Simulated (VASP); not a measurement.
# NaI in VASP: settings compared, part 3 of 3

VASP 6.6.1. The steps go on from the part before.

**5. Single point, r2SCAN (strain along [111] +3.4%)**

POSCAR

```
NaI
1.0
    4.0868681806      0.0463314874      0.0463314874
    0.0463314874      4.0868681806      0.0463314874
    0.0463314874      0.0463314874      4.0868681806
Na I
1 1
Direct
    0.0000000000      0.0000000000      0.0000000000
    0.5000000000      0.5000000000      0.5000000000
```

INCAR.step1

```
SYSTEM = NaI
  ALGO = Normal
  EDIFF = 1E-4
  ENCUT = 520
  GGA = PE
  ISMEAR = 0
  LASPH = .TRUE.
  LCHARG = .FALSE.
  LREAL = .FALSE.
  LWAVE = .TRUE.
  NBANDS = 14
  NELM = 60
  PREC = Accurate
  SIGMA = 0.01
```

INCAR.step2

```
SYSTEM = NaI
  ALGO = Normal
  EDIFF = 1E-7
  ENCUT = 520
  ISIF = 2
  ISMEAR = 0
  ISTART = 1
  LASPH = .TRUE.
  LCHARG = .FALSE.
  LMIXTAU = .TRUE.
  LREAL = .FALSE.
  LWAVE = .FALSE.
  METAGGA = R2SCAN
  NBANDS = 14
  NELM = 60
  PREC = Accurate
  SIGMA = 0.01
```

KPOINTS

```
k-points
0
G
  6 6 6
  0 0 0
```

Potentials or basis: VASP PAW PBE potentials, release 64 (Na_pv, I).

Started as:

```sh
$ cat potpaw_PBE.64/Na_pv/POTCAR potpaw_PBE.64/I/POTCAR > POTCAR
$ cp INCAR.step1 INCAR
$ mpirun -np 1 vasp_std > vasp.out
$ cp INCAR.step2 INCAR
$ mpirun -np 1 vasp_std > vasp.out
```

OUTCAR:

```text
SYSTEM = NaI
   EDIFF = 1E-7
   ENCUT = 520
   ISIF = 2
   ISMEAR = 0
   ISTART = 1
   LASPH = .TRUE.
   LREAL = .FALSE.
   METAGGA = R2SCAN
   NELM = 60
   PREC = Accurate

 ion  position               nearest neighbor table
   1  0.000  0.000  0.000-
   2  0.500  0.500  0.500-

  LATTYP: Found a trigonal (rhomboedric) cell.
 ALAT       =     4.0873933918
 COS(alpha) =     0.0227960063

  Lattice vectors:

 A1 = (   4.0868681806,   0.0463314874,   0.0463314874)
 A2 = (   0.0463314874,   4.0868681806,   0.0463314874)
 A3 = (   0.0463314874,   0.0463314874,   4.0868681806)

Analysis of symmetry for initial positions (statically):
=====================================================================
 Subroutine PRICEL returns:
 Original cell was already a primitive cell.

 Routine SETGRP: Setting up the symmetry group for a
 trigonal (rhombohedral) supercell.

 Subroutine GETGRP returns: Found 12 space group operations
 (whereof 12 operations were pure point group operations)
 out of a pool of 12 trial point group operations.

The static configuration has the point symmetry D_3d.

Analysis of symmetry for dynamics (positions and initial velocities):
=====================================================================
 Subroutine PRICEL returns:
 Original cell was already a primitive cell.

 Routine SETGRP: Setting up the symmetry group for a
 trigonal (rhombohedral) supercell.

 Subroutine GETGRP returns: Found 12 space group operations
 (whereof 12 operations were pure point group operations)
 out of a pool of 12 trial point group operations.

The dynamic configuration has the point symmetry D_3d.

 Subroutine INISYM returns: Found 12 space group operations
 (whereof 12 operations are pure point group operations),
 and found     1 'primitive' translations

----------------------------------------------------------------------------------------

                                     Primitive cell

  volume of cell :      68.2348

  direct lattice vectors                    reciprocal lattice vectors
     4.086868181  0.046331487  0.046331487     0.244748345 -0.002743529 -0.002743529
     0.046331487  4.086868181  0.046331487    -0.002743529  0.244748345 -0.002743529
     0.046331487  0.046331487  4.086868181    -0.002743529 -0.002743529  0.244748345

  length of vectors
     4.087393392  4.087393392  4.087393392     0.244779097  0.244779097  0.244779097

  position of ions in fractional coordinates (direct lattice)
     0.000000000  0.000000000  0.000000000
     0.500000000  0.500000000  0.500000000

  ion indices of the primitive-cell ions
   primitive index   ion index
                 1           1
                 2           2

----------------------------------------------------------------------------------------

 KPOINTS: k-points

Automatic generation of k-mesh.
 Grid dimensions read from file:
 generate k-points for:    6    6    6

 Generating k-lattice:

  Cartesian coordinates                     Fractional coordinates (reciprocal lattice)
     0.040791391 -0.000457255 -0.000457255     0.166666667  0.000000000  0.000000000
    -0.000457255  0.040791391 -0.000457255     0.000000000  0.166666667  0.000000000
    -0.000457255 -0.000457255  0.040791391     0.000000000  0.000000000  0.166666667

  Length of vectors
     0.040796516  0.040796516  0.040796516

  Shift w.r.t. Gamma in fractional coordinates (k-lattice)
     0.000000000  0.000000000  0.000000000

 Subroutine IBZKPT returns following result:
 ===========================================

 Found     32 irreducible k-points:

 Following reciprocal coordinates:
            Coordinates               Weight
  0.000000  0.000000  0.000000      1.000000
  0.166667 -0.000000 -0.000000      6.000000
  0.333333  0.000000  0.000000      6.000000
  0.500000 -0.000000 -0.000000      3.000000
  0.166667  0.166667 -0.000000      6.000000
  0.333333  0.166667 -0.000000     12.000000
[... 16 lines left out ...]
  0.500000  0.500000  0.166667      6.000000
 -0.333333  0.500000  0.166667     12.000000
 [... further k-points ...]
   k-points           NKPTS =     32   k-points in BZ     NKDIM =     32   number of bands    NBANDS=     14
   number of dos      NEDOS =    301   number of ions     NIONS =      2
   total plane-waves  NPLWV =  27000
   dimension x,y,z NGX =    30 NGY =   30 NGZ =   30
   dimension x,y,z NGXF=    60 NGYF=   60 NGZF=   60
   ions per type =               1   1
   NGX,Y,Z   is equivalent  to a cutoff of  12.20, 12.20, 12.20 a.u.
   NGXF,Y,Z  is equivalent  to a cutoff of  24.40, 24.40, 24.40 a.u.
 SYSTEM =  NaI
   PREC   = accura    normal or accurate (medium, high low for compatibility)
   ISTART =      1    job   : 0-new  1-cont  2-samecut
   ICHARG =      0    charge: 1-file 2-atom 10-const
   ISPIN  =      1    spin polarized calculation?
   LNONCOLLINEAR =      F non collinear calculations
   LSORBIT =      F    spin-orbit coupling
   LASPH  =      T    aspherical Exc in radial PAW
   ENCUT  =  520.0 eV  38.22 Ry    6.18 a.u.   7.60  7.60  7.60*2*pi/ulx,y,z
   NELM   =     60;   NELMIN=  2; NELMDL=  0     # of ELM steps
   EDIFF  = 0.1E-06   stopping-criterion for ELM
   LREAL  =      F    real-space projection
   EDIFFG = 0.1E-05   stopping-criterion for IOM
   NSW    =      0    number of steps for IOM
   IBRION =     -1    ionic relax: 0-MD 1-quasi-New 2-CG
   NFREE  =      0    steps in history (QN), initial steepest desc. (CG)
   ISIF   =      2    stress and relaxation
   ISYM   =      2    0-nonsym 1-usesym 2-fastsym
   POTIM  = 0.5000    time-step for ionic-motion
   TEBEG  =    0.0;   TEEND  =   0.0 temperature during run
   PSTRESS=    0.0 pullay stress
   NELECT =      14.0000    total number of electrons
   NUPDOWN=      -1.0000    fix difference up-down
   EMIN   =  10.00;   EMAX   =-10.00  energy-range for DOS
   EFERMI =   0.00;   METHOD = LEGACY
   ISMEAR =     0;   SIGMA  =   0.01  broadening in eV -4-tet -1-fermi 0-gaus
   EFERMI_NEDOS =   21; number of points for ismear=-14 and -15
   IALGO  =     38    algorithm
   IMIX   =      4    mixing-type and parameters
     AMIX     =   0.40;   BMIX     =  1.00
     AMIX_MAG =   1.60;   BMIX_MAG =  1.00
  volume/ion in A,a.u.               =      34.12       230.24
  Fermi-wavevector in a.u.,A,eV,Ry     =   0.965567  1.824657 12.684971  0.932319
  Thomas-Fermi vector in A             =   2.095294
   LORBIT       =      0    0 simple, 1 ext, 2 COOP (PROOUT), +10 PAW based schemes
   METAGGA = R2SCAN    functional components
   LHFCALC =     F    Hartree Fock is set to
   AEXX    =    0.0000 exact exchange contribution
   IVDW    =     0    specifies the selected vdW correction
   LEPSILON=     F    determine dielectric tensor
   LRPA    =     F    only Hartree local field effects (RPA)
 non-spin polarized calculation
 Gauss-broadening in eV      SIGMA  =   0.01
  energy-cutoff  :      520.00
  volume of cell :       68.23
 maximum number of plane-waves:      1854
   NGX = 15   NGY = 15   NGZ = 15

 number of electron      13.9999987 magnetization

 Free energy of the ion-electron system (eV)
  ---------------------------------------------------
  ext. energy  EPLUGINS =         0.00000000
  ---------------------------------------------------
  free energy    TOTEN  =       -30.72645263 eV

  energy without entropy =      -30.72645263  energy(sigma->0) =      -30.72645263

 E-fermi :   1.4496     XC(G=0):  -8.0713

 val. band max:        1.3908428471   @ k =   0.5000   0.5000  -0.0000
 cond. band min:       4.4125719967   @ k =   0.0000   0.0000   0.0000
 fundamental gap:      3.0217291497
 Fermi energy:         1.4495880100

 k-point     1 :       0.0000    0.0000    0.0000
  band No.  band energies     occupation
      1     -23.1722      2.00000
      2     -23.1668      2.00000
      3     -23.1668      2.00000
      4     -10.6496      2.00000
      5       0.7297      2.00000
      6       0.7297      2.00000
      7       0.8413      2.00000
      8       4.4126      0.00000
      9       7.5852      0.00000
     10       7.5852      0.00000
     11      13.1586      0.00000
     12      13.5420      0.00000
     13      13.5420      0.00000
     14      13.6517      0.00000
[... 375 lines left out ...]
 k-point    24 :      -0.3333    0.5000    0.1667
  band No.  band energies     occupation
      1     -23.1762      2.00000
      2     -23.1711      2.00000
      3     -23.1681      2.00000
      4     -10.0609      2.00000
      5      -1.1656      2.00000
      6      -0.5792      2.00000
      7       0.6546      2.00000
      8       5.6422      0.00000
      9       7.9490      0.00000
     10       8.5588      0.00000
     11      10.3808      0.00000
     12      12.3188      0.00000
     13      12.4815      0.00000
     14      13.0888      0.00000

 [... further k-points ...]
[... 5 lines left out ...]
  --------------------------------------------------------------------------------------
  -------------------------------------------------------------------------------------
  Total       -0.2658579     -0.2658579     -0.2658579      0.0297178      0.0297178      0.0297178
  in kB       -6.2424411     -6.2424411     -6.2424411      0.6977845      0.6977845      0.6977845
  external PRESSURE =      -6.2424411 kB  Pullay stress =       0.0000000 kB

 VOLUME and BASIS-vectors are now :
 -----------------------------------------------------------------------------
  energy-cutoff  :      520.00
  volume of cell :       68.23
      direct lattice vectors                 reciprocal lattice vectors
     4.086868181  0.046331487  0.046331487     0.244748345 -0.002743529 -0.002743529
     0.046331487  4.086868181  0.046331487    -0.002743529  0.244748345 -0.002743529
     0.046331487  0.046331487  4.086868181    -0.002743529 -0.002743529  0.244748345

 POSITION                                       TOTAL-FORCE (eV/Angst)
 -----------------------------------------------------------------------------------
      0.00000      0.00000      0.00000        -0.000000      0.000000      0.000000
      2.08977      2.08977      2.08977         0.000000     -0.000000      0.000000
 -----------------------------------------------------------------------------------
    total drift:                                0.000000     -0.000000     -0.000000

  FREE ENERGIE OF THE ION-ELECTRON SYSTEM (eV)
  ---------------------------------------------------
  free  energy   TOTEN  =       -30.7264526342 eV

  energy  without entropy=      -30.7264526342  energy(sigma->0) =      -30.72645263
```

It took 2 min on 1 thread of Intel Xeon Platinum 8259CL at 2.50GHz (Skylake/Cascade Lake), shared host; peak memory 0.18 GiB.

Results:

| Quantity | Value |
| --- | --- |
| Free energy | -30.7265 eV |
| Pressure | -0.6 GPa |
| Band gap on the k mesh | 3.02 eV (least direct gap 3.44 eV) |

Stress tensor (GPa, compression positive):
```
-0.62  0.07  0.07
 0.07 -0.62  0.07
 0.07  0.07 -0.62
```

Caveat: the cell differs from its parent crystal (strain along [111] +3.4%); the PAW data sets were made with another functional, which shifts forces and pressure a little; spin-orbit coupling is left out, which moves the levels of the heavy elements.

**6. Single point, HSE06 (strain +2.5%)**

POSCAR

```
NaI
1.0
    4.1419541642      0.0000000000      0.0000000000
    0.0000000000      4.1419541642      0.0000000000
    0.0000000000      0.0000000000      4.1419541642
Na I
1 1
Direct
    0.0000000000      0.0000000000      0.0000000000
    0.5000000000      0.5000000000      0.5000000000
```

INCAR.step1

```
ALGO     = Normal         # electronic algorithm
EDIFF    = 1E-5           # SCF threshold, eV
ENCUT    = 520            # plane-wave cutoff, eV
GGA      = PE             # functional
ISIF     = 2              # what is computed and relaxed
ISMEAR   = 0              # smearing method
LASPH    = True           # aspherical terms in the spheres
LREAL    = False          # projectors in reciprocal space
LWAVE    = True           # write WAVECAR
NBANDS   = 14             # bands
NELM     = 100            # most SCF steps
PREC     = Accurate       # precision mode
SIGMA    = 0.01           # smearing width, eV
```

INCAR.step2

```
ALGO     = Normal         # electronic algorithm
EDIFF    = 1E-7           # SCF threshold, eV
ENCUT    = 520            # plane-wave cutoff, eV
GGA      = PE             # functional
HFSCREEN = 0.2079         # screening, 1/A
ISIF     = 2              # what is computed and relaxed
ISMEAR   = 0              # smearing method
ISTART   = 1            
LASPH    = True           # aspherical terms in the spheres
LCHARG   = True           # write CHGCAR
LELF     = True           # ELF
LHFCALC  = True           # exact exchange
LREAL    = False          # projectors in reciprocal space
LVHAR    = True         
LWAVE    = False          # write WAVECAR
NBANDS   = 14             # bands
NELM     = 100            # most SCF steps
PREC     = Accurate       # precision mode
PRECFOCK = Normal       
SIGMA    = 0.01           # smearing width, eV
```

KPOINTS

```
k-points
0
Gamma
  4 4 4
```

Potentials or basis: VASP PAW PBE potentials, release 64 (Na_pv, I).

Started as:

```sh
$ cat potpaw_PBE.64/Na_pv/POTCAR potpaw_PBE.64/I/POTCAR > POTCAR
$ cp INCAR.step1 INCAR
$ mpirun -np 1 vasp_std > vasp.out
$ cp INCAR.step2 INCAR
$ mpirun -np 1 vasp_std > vasp.out
```

OUTCAR:

```text
EDIFF = 1E-7
   ENCUT = 520
   GGA = PE
   HFSCREEN = 0.2079
   ISIF = 2
   ISMEAR = 0
   ISTART = 1
   LASPH = True
   LHFCALC = True
   LREAL = False
   NELM = 100
   PREC = Accurate
   PRECFOCK = Normal

 ion  position               nearest neighbor table
   1  0.000  0.000  0.000-
   2  0.500  0.500  0.500-

  LATTYP: Found a simple cubic cell.
 ALAT       =     4.1419541642

  Lattice vectors:

 A1 = (   4.1419541642,   0.0000000000,   0.0000000000)
 A2 = (   0.0000000000,   4.1419541642,   0.0000000000)
 A3 = (   0.0000000000,   0.0000000000,   4.1419541642)

Analysis of symmetry for initial positions (statically):
=====================================================================
 Subroutine PRICEL returns:
 Original cell was already a primitive cell.

 Routine SETGRP: Setting up the symmetry group for a
 simple cubic supercell.

 Subroutine GETGRP returns: Found 48 space group operations
 (whereof 48 operations were pure point group operations)
 out of a pool of 48 trial point group operations.

[... 166 lines left out ...]
      2     -25.4657      2.00000
      3     -25.4657      2.00000
      4     -11.7958      2.00000
      5       0.1268      2.00000
      6       0.1268      2.00000
      7       0.1268      2.00000
      8       3.8537      0.00000
      9       7.4046      0.00000
     10       7.4046      0.00000
     11      12.7705      0.00000
     12      12.7705      0.00000
     13      12.7705      0.00000
     14      13.6379      0.00000
[... 139 lines left out ...]
      1     -25.4694      2.00000
      2     -25.4694      2.00000
      3     -25.4694      2.00000
      4     -10.9853      2.00000
      5      -1.2611      2.00000
      6      -1.2611      2.00000
      7      -1.2611      2.00000
      8       5.9395      0.00000
      9       5.9395      0.00000
     10       5.9395      0.00000
     11       8.2390      0.00000
     12      15.0351      0.00000
     13      15.0351      0.00000
     14      15.0351      0.00000

------------------------ aborting loop because EDIFF is reached ----------------------------------------

  FORCE on cell =-STRESS in cart. coord.  units (eV):
  Direction    XX          YY          ZZ          XY          YZ          ZX
  --------------------------------------------------------------------------------------
  -------------------------------------------------------------------------------------
  Total       -0.4094171     -0.4094171     -0.4094171     -0.0000000      0.0000000     -0.0000000
  in kB       -9.2312539     -9.2312539     -9.2312539     -0.0000000      0.0000000     -0.0000000
  external PRESSURE =      -9.2312539 kB  Pullay stress =       0.0000000 kB

 VOLUME and BASIS-vectors are now :
 -----------------------------------------------------------------------------
  energy-cutoff  :      520.00
  volume of cell :       71.06
      direct lattice vectors                 reciprocal lattice vectors
     4.141954164  0.000000000  0.000000000     0.241431933  0.000000000  0.000000000
     0.000000000  4.141954164  0.000000000     0.000000000  0.241431933  0.000000000
     0.000000000  0.000000000  4.141954164     0.000000000  0.000000000  0.241431933

 POSITION                                       TOTAL-FORCE (eV/Angst)
 -----------------------------------------------------------------------------------
      0.00000      0.00000      0.00000         0.000000      0.000000      0.000000
      2.07098      2.07098      2.07098         0.000000      0.000000      0.000000
 -----------------------------------------------------------------------------------
    total drift:                                0.000000      0.000000      0.000000

  FREE ENERGIE OF THE ION-ELECTRON SYSTEM (eV)
  ---------------------------------------------------
  free  energy   TOTEN  =        -5.8981040567 eV

  energy  without entropy=       -5.8981040567  energy(sigma->0) =       -5.89810406
```

OUTCAR.step1:

```text
EDIFF = 1E-5
   ENCUT = 520
   GGA = PE
   ISIF = 2
   ISMEAR = 0
[... 375 lines left out ...]
 -----------------------------------------------------------------------------------
      0.00000      0.00000      0.00000         0.000000      0.000000      0.000000
      2.07098      2.07098      2.07098         0.000000      0.000000      0.000000
 -----------------------------------------------------------------------------------
    total drift:                                0.000000     -0.000000     -0.000000

  FREE ENERGIE OF THE ION-ELECTRON SYSTEM (eV)
  ---------------------------------------------------
  free  energy   TOTEN  =        -5.0454333230 eV

  energy  without entropy=       -5.0454333230  energy(sigma->0) =       -5.04543332
```

Wall time 6.4 min (1 thread of Intel Xeon Platinum 8259CL at 2.50GHz (Skylake/Cascade Lake), shared host); peak memory 0.29 GiB.

What came out:

| Property | Result |
| --- | --- |
| Free energy | -5.8981 eV |
| Pressure | -0.9 GPa |
| Band gap on the k mesh | 3.12 eV (least direct gap 3.73 eV) |

Caveat: the cell differs from its parent crystal (strain +2.5%); the PAW data sets were made with another functional, which shifts forces and pressure a little; spin-orbit coupling is left out, which moves the levels of the heavy elements. A k mesh can miss the band edges.

**7. Summary**

| level | cell | k mesh | smearing | grid for exact exchange (PRECFOCK) | share of exact exchange | screening parameter | gap on the mesh (eV) | pressure (GPa) |
| --- | --- | --- | --- | --- | --- | --- | --- | --- |
| PBE | a = 4.142 Å, 2 atoms | 6 × 6 × 6 | fermi-dirac 0.02 eV | - | - | - | 2.20 | -0.8 |
| PBE | a = 4.087 Å, angles 88.7°, 2 atoms | 6 × 6 × 6 | fermi-dirac 0.02 eV | - | - | - | 2.26 | -0.3 |
| r2SCAN | a = 4.142 Å, 2 atoms | 6 × 6 × 6 | gaussian 0.01 eV | - | - | - | 2.95 | -1.1 |
| r2SCAN | a = 4.087 Å, angles 88.7°, 2 atoms | 6 × 6 × 6 | gaussian 0.01 eV | - | - | - | 3.02 | -0.6 |
| HSE06 | a = 4.142 Å, 2 atoms | 4 × 4 × 4 | gaussian 0.01 eV | Normal | 0.25 | 0.2079 1/Å | 3.12 | -0.9 |

Alike in all rows: task single point; potentials or basis VASP PAW PBE potentials, release 64 (Na_pv, I); no spin polarisation; cutoff (eV) 520.

Caveats: spin-orbit coupling is left out, which moves the levels of the heavy elements; the PAW data sets were made with another functional, which shifts forces and pressure a little (at least some runs).

Absolute energies hang on the potentials; compare differences alone.
